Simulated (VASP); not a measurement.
Crystal: MnO.

```
CELL_PARAMETERS angstrom
3.37170 0.00000 0.00000
-1.68585 2.91998 0.00000
0.00000 0.00000 5.38550
ATOMIC_POSITIONS crystal
Mn 0.33333 0.66667 0.01096
Mn 0.66667 0.33333 0.51096
O 0.33333 0.66667 0.37547
O 0.66667 0.33333 0.87547
```

```yaml
Program: VASP 6.6.1
Task: relaxation of cell and atoms
Functional: PBE
Potentials_or_basis: VASP PAW PBE potentials, release 64 (Mn_pv, O)
Cutoff: 600 eV
k_mesh: 6 × 6 × 4
Occupations: gaussian, width 0.1 eV
Spin: collinear spin, ferromagnetic start
Starting_moments: "[4.35, 4.35, 0.15, 0.15] μB"
Hubbard_terms: Mn d U = 3.9 eV
```

At the start: pressure 10.6 GPa; volume 13.26 Å³/atom.

Q: Where does the relaxation end?

A: Over 10 steps the energy falls by 52.2 meV/atom and the volume is 14.26 Å³/atom (+7.6 %); space group P6_3mc (No. 186, to 0.1 Å) before and after; moment 10.00 μB per cell.

Step by step:
| step | energy change (eV) | largest force (eV/Å) | pressure (GPa) | volume (Å³) |
| --- | --- | --- | --- | --- |
| 1 | 0.0000 | 0.8947 | 10.63 | 53.02 |
| 2 | -0.1398 | 0.1362 | -4.31 | 60.03 |
| 3 | -0.1941 | 0.0611 | 0.09 | 57.27 |
| 4 | -0.1941 | 0.0709 | 0.23 | 57.19 |
| 5 | -0.1974 | 0.0915 | 0.02 | 57.32 |
| 6 | -0.2013 | 0.1479 | -0.70 | 57.69 |
| 7 | -0.2033 | 0.1261 | -0.55 | 57.61 |
| 8 | -0.2075 | 0.0668 | -0.21 | 57.35 |
| 9 | -0.2080 | 0.0287 | 0.59 | 56.82 |
| 10 | -0.2089 | 0.0107 | 0.32 | 57.04 |

Final structure:
```
Mn O
1.0
     3.48461    0.00000    0.00000
    -1.74231    3.01776    0.00000
     0.00000    0.00000    5.42417
Mn O
2 2
Direct
  0.33333 0.66667 0.99831
  0.66667 0.33333 0.49831
  0.33333 0.66667 0.38812
  0.66667 0.33333 0.88812
```

Caveat: only a ferromagnetic start was run, and an antiferromagnetic order may lie lower in energy.
